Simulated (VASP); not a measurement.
# Si (Fddd) in VASP: a series of runs

Runs on Si. Level: PBE. Tasks: single point.

Program: VASP 6.6.1. These are calculated values, not measurements. Logs are shortened: lines on timing, memory, paths and dates and some standing lists are left out, and cuts for length are marked.

### Step 1. The cell of the first run

Symmetry: Fddd, No. 70, orthorhombic system. The conventional cell has a = 4.725 Å, b = 5.757 Å, c = 5.928 Å, α = 90.00°, β = 90.00°, γ = 90.00°. Si (site symmetry 222) has 4 Si at 2.38 Å within 3.1 Å.

### Step 2. Single point, PBE

INCAR reads:

```
SYSTEM = Si
  PREC = Accurate
  ENCUT = 520
  EDIFF = 1E-6
  ISMEAR = 0
  SIGMA = 0.05
  LREAL = .False.
  LASPH = .True.
  NELM = 100
  ALGO = Normal
  ISIF = 2
  LWAVE = .False.
  LCHARG = .False.
  GGA = PE
  NBANDS = 11
```

KPOINTS reads:

```
Automatic mesh
0
Gamma
  8 8 8
  0 0 0
```

POSCAR reads:

```
Si
1.0
    0.0000000000      2.9639275187      2.8784624807
    2.3622536510      0.0000000000      2.8784624807
    2.3622536510      2.9639275187      0.0000000000
Si
2
Direct
    0.5000000000      0.5000000000      0.5000000000
    0.7500000000      0.7500000000      0.7500000000
```

Potentials or basis: VASP PAW PBE potentials, release 64 (Si).

The run is started by

```sh
> cat potpaw_PBE.64/Si/POTCAR > POTCAR
> mpirun -np 1 vasp_std > vasp.out
```

OUTCAR:

```text
SYSTEM = Si
   PREC = Accurate
   ENCUT = 520
   EDIFF = 1E-6
   ISMEAR = 0
   LREAL = .False.
   LASPH = .True.
   NELM = 100
   ISIF = 2
   GGA = PE

 ion  position               nearest neighbor table
   1  0.500  0.500  0.500-   2 2.38   2 2.38   2 2.38   2 2.38
   2  0.750  0.750  0.750-   1 2.38   1 2.38   1 2.38   1 2.38

  LATTYP: Found a face centered orthorhombic cell.
 ALAT       =     4.7245073020
 B/A-ratio  =     1.2185238785
 C/A-ratio  =     1.2547033285

  Lattice vectors:

 A1 = (   0.0000000000,   2.9639275187,  -2.8784624807)
 A2 = (   2.3622536510,   2.9639275187,   0.0000000000)
 A3 = (   2.3622536510,   0.0000000000,  -2.8784624807)

Analysis of symmetry for initial positions (statically):
=====================================================================
 Subroutine PRICEL returns:
 Original cell was already a primitive cell.

 Routine SETGRP: Setting up the symmetry group for a
 face centered orthorhombic supercell.

 Subroutine GETGRP returns: Found  8 space group operations
 (whereof  4 operations were pure point group operations)
 out of a pool of  8 trial point group operations.

The static configuration has the point symmetry D_2 .
 The point group associated with its full space group is D_2h.

Analysis of symmetry for dynamics (positions and initial velocities):
=====================================================================
 Subroutine PRICEL returns:
 Original cell was already a primitive cell.

 Routine SETGRP: Setting up the symmetry group for a
 face centered orthorhombic supercell.

 Subroutine GETGRP returns: Found  8 space group operations
 (whereof  4 operations were pure point group operations)
 out of a pool of  8 trial point group operations.

The dynamic configuration has the point symmetry D_2 .
 The point group associated with its full space group is D_2h.

 Subroutine INISYM returns: Found  8 space group operations
 (whereof  4 operations are pure point group operations),
 and found     1 'primitive' translations

----------------------------------------------------------------------------------------

                                     Primitive cell

  volume of cell :      40.3074

  direct lattice vectors                    reciprocal lattice vectors
     0.000000000  2.963927519  2.878462481    -0.211662283  0.168695083  0.173703845
     2.362253651  0.000000000  2.878462481     0.211662283 -0.168695083  0.173703845
     2.362253651  2.963927519  0.000000000     0.211662283  0.168695083 -0.173703845

  length of vectors
     4.131635583  3.723679439  3.790133065     0.321608425  0.321608425  0.321608425

  position of ions in fractional coordinates (direct lattice)
     0.500000000  0.500000000  0.500000000
     0.750000000  0.750000000  0.750000000

  ion indices of the primitive-cell ions
   primitive index   ion index
                 1           1
                 2           2

----------------------------------------------------------------------------------------

 KPOINTS: Automatic mesh

Automatic generation of k-mesh.
 Grid dimensions read from file:
 generate k-points for:    8    8    8

 Generating k-lattice:

  Cartesian coordinates                     Fractional coordinates (reciprocal lattice)
    -0.026457785  0.021086885  0.021712981     0.125000000  0.000000000  0.000000000
     0.026457785 -0.021086885  0.021712981     0.000000000  0.125000000  0.000000000
     0.026457785  0.021086885 -0.021712981     0.000000000  0.000000000  0.125000000

  Length of vectors
     0.040201053  0.040201053  0.040201053

  Shift w.r.t. Gamma in fractional coordinates (k-lattice)
     0.000000000  0.000000000  0.000000000

 Subroutine IBZKPT returns following result:
 ===========================================

 Found     95 irreducible k-points:

 Following reciprocal coordinates:
            Coordinates               Weight
  0.000000  0.000000  0.000000      1.000000
  0.125000  0.000000  0.000000      8.000000
  0.250000  0.000000  0.000000      8.000000
  0.375000  0.000000  0.000000      8.000000
  0.500000  0.000000  0.000000      4.000000
  0.125000  0.125000  0.000000      2.000000
[... 16 lines left out ...]
  0.250000  0.000000  0.125000      8.000000
  0.375000  0.000000  0.125000      8.000000
 [... further k-points ...]
   k-points           NKPTS =     95   k-points in BZ     NKDIM =     95   number of bands    NBANDS=     11
   number of dos      NEDOS =    301   number of ions     NIONS =      2
   total plane-waves  NPLWV =  25088
   dimension x,y,z NGX =    32 NGY =   28 NGZ =   28
   dimension x,y,z NGXF=    64 NGYF=   56 NGZF=   56
   ions per type =               2
   NGX,Y,Z   is equivalent  to a cutoff of  12.88, 12.50, 12.28 a.u.
   NGXF,Y,Z  is equivalent  to a cutoff of  25.75, 25.00, 24.56 a.u.
 SYSTEM =  Si
   PREC   = accura    normal or accurate (medium, high low for compatibility)
   ISTART =      0    job   : 0-new  1-cont  2-samecut
   ICHARG =      2    charge: 1-file 2-atom 10-const
   ISPIN  =      1    spin polarized calculation?
   LNONCOLLINEAR =      F non collinear calculations
   LSORBIT =      F    spin-orbit coupling
   LASPH  =      T    aspherical Exc in radial PAW
   ENCUT  =  520.0 eV  38.22 Ry    6.18 a.u.   7.68  6.92  7.05*2*pi/ulx,y,z
   NELM   =    100;   NELMIN=  2; NELMDL= -5     # of ELM steps
   EDIFF  = 0.1E-05   stopping-criterion for ELM
   LREAL  =      F    real-space projection
   EDIFFG = 0.1E-04   stopping-criterion for IOM
   NSW    =      0    number of steps for IOM
   IBRION =     -1    ionic relax: 0-MD 1-quasi-New 2-CG
   NFREE  =      0    steps in history (QN), initial steepest desc. (CG)
   ISIF   =      2    stress and relaxation
   ISYM   =      2    0-nonsym 1-usesym 2-fastsym
   POTIM  = 0.5000    time-step for ionic-motion
   TEBEG  =    0.0;   TEEND  =   0.0 temperature during run
   PSTRESS=    0.0 pullay stress
   NELECT =       8.0000    total number of electrons
   NUPDOWN=      -1.0000    fix difference up-down
   EMIN   =  10.00;   EMAX   =-10.00  energy-range for DOS
   EFERMI =   0.00;   METHOD = LEGACY
   ISMEAR =     0;   SIGMA  =   0.05  broadening in eV -4-tet -1-fermi 0-gaus
   EFERMI_NEDOS =   21; number of points for ismear=-14 and -15
   IALGO  =     38    algorithm
   IMIX   =      4    mixing-type and parameters
     AMIX     =   0.40;   BMIX     =  1.00
     AMIX_MAG =   1.60;   BMIX_MAG =  1.00
  volume/ion in A,a.u.               =      20.15       136.00
  Fermi-wavevector in a.u.,A,eV,Ry     =   0.954941  1.804577 12.407324  0.911913
  Thomas-Fermi vector in A             =   2.083734
   LORBIT       =      0    0 simple, 1 ext, 2 COOP (PROOUT), +10 PAW based schemes
   GGA     = PE    functional components
   LHFCALC =     F    Hartree Fock is set to
   AEXX    =    0.0000 exact exchange contribution
   IVDW    =     0    specifies the selected vdW correction
   LEPSILON=     F    determine dielectric tensor
   LRPA    =     F    only Hartree local field effects (RPA)
 non-spin polarized calculation
 Gauss-broadening in eV      SIGMA  =   0.05
  energy-cutoff  :      520.00
  volume of cell :       40.31
 maximum number of plane-waves:      1112
   NGX = 15   NGY = 13   NGZ = 15

 number of electron       8.0000000 magnetization

 Free energy of the ion-electron system (eV)
  ---------------------------------------------------
  ext. energy  EPLUGINS =         0.00000000
  ---------------------------------------------------
  free energy    TOTEN  =       -10.57749901 eV

  energy without entropy =      -10.57722796  energy(sigma->0) =      -10.57736349

 E-fermi :   5.8347     XC(G=0):  -9.4504

 val. band max:        5.8286107282   @ k =   0.0000   0.2500   0.2500
 cond. band min:       5.8856346580   @ k =  -0.1250   0.0000   0.1250
 fundamental gap:      0.0570239298
 Fermi energy:         5.8346523497

 k-point     1 :       0.0000    0.0000    0.0000
  band No.  band energies     occupation
      1      -6.1089      2.00000
      2       5.2644      2.00000
      3       5.5838      2.00000
      4       6.6321      0.00000
      5       8.0452      0.00000
      6       8.6452      0.00000
      7       8.8214      0.00000
      8       8.9097      0.00000
      9      11.7813      0.00000
     10      13.7497      0.00000
     11      14.4305      0.00000

 k-point     2 :       0.1250    0.0000    0.0000
  band No.  band energies     occupation
      1      -5.9010      2.00000
      2       4.1492      2.00000
      3       5.0640      2.00000
      4       6.1024      0.00000
      5       7.8778      0.00000
      6       8.9084      0.00000
      7       9.1336      0.00000
      8      10.2642      0.00000
      9      11.8109      0.00000
     10      13.5112      0.00000
     11      14.6339      0.00000

 k-point     3 :       0.2500    0.0000    0.0000
  band No.  band energies     occupation
      1      -5.2942      2.00000
      2       1.9305      2.00000
      3       4.4135      2.00000
      4       5.7046      1.99976
      5       7.1966      0.00000
      6       8.9876      0.00000
      7       9.7354      0.00000
      8      12.2684      0.00000
      9      13.0039      0.00000
     10      13.2370      0.00000
     11      15.8979      0.00000
[... 267 lines left out ...]
 k-point    23 :       0.2500    0.0000    0.1250
  band No.  band energies     occupation
      1      -5.4358      2.00000
      2       2.4346      2.00000
      3       4.3190      2.00000
      4       5.1931      2.00000
      5       8.4465      0.00000
      6       8.9125      0.00000
      7      10.4496      0.00000
      8      10.4596      0.00000
      9      12.3977      0.00000
     10      13.8686      0.00000
     11      15.7575      0.00000

 k-point    24 :       0.3750    0.0000    0.1250
  band No.  band energies     occupation
      1      -4.6335      2.00000
      2       0.6205      2.00000
      3       3.3937      2.00000
      4       4.9007      2.00000
      5       7.9727      0.00000
      6       8.8369      0.00000
      7      10.8707      0.00000
      8      12.1071      0.00000
      9      13.7619      0.00000
     10      15.2378      0.00000
     11      16.0047      0.00000

 [... further k-points ...]

------------------------ aborting loop because EDIFF is reached ----------------------------------------

  FORCE on cell =-STRESS in cart. coord.  units (eV):
  Direction    XX          YY          ZZ          XY          YZ          ZX
  --------------------------------------------------------------------------------------
  -------------------------------------------------------------------------------------
  Total        1.8221293     -1.6891112     -0.6362081      0.0000000      0.0000000      0.0000000
  in kB       72.4277674    -67.1404339    -25.2886189      0.0000000      0.0000000      0.0000000
  external PRESSURE =      -6.6670951 kB  Pullay stress =       0.0000000 kB

 VOLUME and BASIS-vectors are now :
 -----------------------------------------------------------------------------
  energy-cutoff  :      520.00
  volume of cell :       40.31
      direct lattice vectors                 reciprocal lattice vectors
     0.000000000  2.963927519  2.878462481    -0.211662283  0.168695083  0.173703845
     2.362253651  0.000000000  2.878462481     0.211662283 -0.168695083  0.173703845
     2.362253651  2.963927519  0.000000000     0.211662283  0.168695083 -0.173703845

 POSITION                                       TOTAL-FORCE (eV/Angst)
 -----------------------------------------------------------------------------------
      2.36225      2.96393      2.87846         0.000000      0.000000     -0.000000
      3.54338      4.44589      4.31769        -0.000000      0.000000      0.000000
 -----------------------------------------------------------------------------------
    total drift:                               -0.000000     -0.000000     -0.000000

  FREE ENERGIE OF THE ION-ELECTRON SYSTEM (eV)
  ---------------------------------------------------
  free  energy   TOTEN  =       -10.5774990106 eV

  energy  without entropy=      -10.5772279605  energy(sigma->0) =      -10.57736349
```

Run time: 36 s. Hardware: 1 thread of Intel Xeon 8259CL, shared host; peak memory 0.17 GiB.

Results:

| Property | Result |
| --- | --- |
| Free energy | -10.5775 eV |
| Pressure | -0.7 GPa |
| Band gap on the k mesh | zero (bands 4 and 5 overlap by 1.46 eV) |

Caveat: the cell differs from its parent crystal (strain +e along x and -e along y -0.1100, strain +e along z and -e/2 along x and y +0.0525).

### Step 3. Single point, PBE

INCAR reads:

```
SYSTEM = Si
PREC     = Accurate       ! precision mode
ENCUT    = 520            ! plane-wave cutoff, eV
EDIFF    = 1E-6           ! SCF threshold, eV
ISMEAR   = 0              ! smearing method
SIGMA    = 0.05           ! smearing width, eV
LREAL    = .False.        ! projectors in reciprocal space
LASPH    = .True.         ! aspherical terms in the spheres
NELM     = 80             ! most SCF steps
ALGO     = Normal         ! electronic algorithm
ISIF     = 2              ! what is computed and relaxed
LWAVE    = .False.        ! write WAVECAR
LCHARG   = .False.        ! write CHGCAR
GGA      = PE             ! functional
NBANDS   = 11             ! bands
```

KPOINTS reads:

```
regular mesh
0
Gamma
  8 8 8
  0 0 0
```

POSCAR reads:

```
Si
1.0
    0.0000000000      2.9570903157      2.5912999529
    2.6562533818      0.0000000000      2.5912999529
    2.6562533818      2.9570903157      0.0000000000
Si
2
Direct
    0.5000000000      0.5000000000      0.5000000000
    0.7500000000      0.7500000000      0.7500000000
```

Potentials or basis: VASP PAW PBE potentials, release 64 (Si).

The run is started by

```sh
> cat potpaw_PBE.64/Si/POTCAR > POTCAR
> mpirun -np 1 vasp_std > vasp.out
```

OUTCAR:

```text
SYSTEM = Si
   PREC = Accurate
   ENCUT = 520
   EDIFF = 1E-6
   ISMEAR = 0
   LREAL = .False.
   LASPH = .True.
   NELM = 80
   ISIF = 2
   GGA = PE

 ion  position               nearest neighbor table
   1  0.500  0.500  0.500-   2 2.37   2 2.37   2 2.37   2 2.37
   2  0.750  0.750  0.750-   1 2.37   1 2.37   1 2.37   1 2.37

  LATTYP: Found a face centered orthorhombic cell.
 ALAT       =     5.1825999058
 B/A-ratio  =     1.0250659631
 C/A-ratio  =     1.1411609499

  Lattice vectors:

[... 526 lines left out ...]
------------------------ aborting loop because EDIFF is reached ----------------------------------------

  FORCE on cell =-STRESS in cart. coord.  units (eV):
  Direction    XX          YY          ZZ          XY          YZ          ZX
  --------------------------------------------------------------------------------------
  -------------------------------------------------------------------------------------
  Total        0.9863034     -2.2940681      1.2824781      0.0000000      0.0000000      0.0000000
  in kB       38.8185527    -90.2890585     50.4752828      0.0000000      0.0000000      0.0000000
  external PRESSURE =      -0.3317410 kB  Pullay stress =       0.0000000 kB

 VOLUME and BASIS-vectors are now :
 -----------------------------------------------------------------------------
  energy-cutoff  :      520.00
  volume of cell :       40.71
      direct lattice vectors                 reciprocal lattice vectors
     0.000000000  2.957090316  2.591299953    -0.188235054  0.169085130  0.192953347
     2.656253382  0.000000000  2.591299953     0.188235054 -0.169085130  0.192953347
     2.656253382  2.957090316  0.000000000     0.188235054  0.169085130 -0.192953347

 POSITION                                       TOTAL-FORCE (eV/Angst)
 -----------------------------------------------------------------------------------
      2.65625      2.95709      2.59130         0.000000      0.000000      0.000000
      3.98438      4.43564      3.88695        -0.000000     -0.000000     -0.000000
 -----------------------------------------------------------------------------------
    total drift:                                0.000000     -0.000000     -0.000000

  FREE ENERGIE OF THE ION-ELECTRON SYSTEM (eV)
  ---------------------------------------------------
  free  energy   TOTEN  =       -10.7121379398 eV

  energy  without entropy=      -10.7119969098  energy(sigma->0) =      -10.71206742
```

OSZICAR:

```text
N       E                     dE             d eps       ncg     rms          rms(c)
DAV:   1     0.902750185817E+01    0.90275E+01   -0.33372E+03  2090   0.594E+02
DAV:   2    -0.102613316775E+02   -0.19289E+02   -0.18466E+02  2864   0.864E+01
DAV:   3    -0.108754768245E+02   -0.61415E+00   -0.61142E+00  2693   0.136E+01
DAV:   4    -0.108802838261E+02   -0.48070E-02   -0.48064E-02  2554   0.152E+00
DAV:   5    -0.108803315867E+02   -0.47761E-04   -0.47760E-04  2664   0.140E-01    0.472E+00
DAV:   6    -0.107639997661E+02    0.11633E+00   -0.65603E-02  2403   0.105E+00    0.286E+00
DAV:   7    -0.107108127075E+02    0.53187E-01   -0.12500E-01  2381   0.156E+00    0.172E-01
DAV:   8    -0.107119314435E+02   -0.11187E-02   -0.56066E-03  2410   0.406E-01    0.801E-02
DAV:   9    -0.107121142198E+02   -0.18278E-03   -0.17916E-04  2645   0.829E-02    0.582E-02
DAV:  10    -0.107121372859E+02   -0.23066E-04   -0.19467E-05  2513   0.256E-02    0.523E-03
DAV:  11    -0.107121379398E+02   -0.65385E-06   -0.19927E-06  2584   0.735E-03
   1 F= -.10712138E+02 E0= -.10712067E+02  d E =-.141030E-03
```

stdout:

```text
POSCAR found type information on POSCAR Si
 POSCAR found :  1 types and       2 ions
 scaLAPACK will be used
 LDA part: xc-table for (Slater+PW92), standard interpolation
 POSCAR, INCAR and KPOINTS ok, starting setup
 FFT: planning ... GRIDC
 FFT: planning ... GRID_SOFT
 FFT: planning ... GRID
 WAVECAR not read
 entering main loop
```

Run time: 49 s. Hardware: 1 thread of Intel Xeon 8259CL, shared host; peak memory 0.17 GiB.

Results:

```yaml
Free_energy: -10.7121 eV
Pressure: 0.0 GPa
Band_gap_on_the_k_mesh: zero (bands 4 and 5 overlap by 0.19 eV)
```

Caveat: the cell differs from its parent crystal (strain +e along x and -e along y -0.0550, strain +e along z and -e/2 along x and y -0.0525); semilocal functionals underestimate gaps, so a narrow gap can read as zero.
